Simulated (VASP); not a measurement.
A run of VASP 6.6.1:

INCAR

```
SYSTEM = Al
PREC = Accurate ; ENCUT = 520
EDIFF = 1E-6 ; ISMEAR = 0
SIGMA = 0.15 ; LREAL = .False.
LASPH = .True. ; NELM = 80
ALGO = Fast ; ISIF = 2
LWAVE = .False. ; LCHARG = .False.
GGA = PE ; NBANDS = 10
```

Contents of KPOINTS:

```
regular mesh
0
Gamma
  10 10 10
  0 0 0
```

Contents of POSCAR:

```
Al
1.0
    0.0000000000     -3.2350204435      0.0000000000
   -3.2350204435      0.0000000000      0.0000000000
    0.0000000000      0.0000000000     -3.2350204435
Al
2
Direct
    0.4999135642      0.4999017083      0.5000434508
    0.0000864358      0.0000982917     -0.0000434508
```

Potentials or basis: VASP PAW PBE potentials, release 64 (Al).

Run with:

```console
$ cat potpaw_PBE.64/Al/POTCAR > POTCAR
$ mpirun -np 1 vasp_std > vasp.out
```

Hardware: 1 thread of AMD EPYC 7R13 Processor (Zen 3), with other jobs on the host.

Task: How long does it take, and how much memory?

Result: Run time: 93 s on 1 thread of AMD EPYC 7R13 Processor (Zen 3), on a shared host, peak memory 0.21 GiB. Counts: scf iterations 12, k points 504.
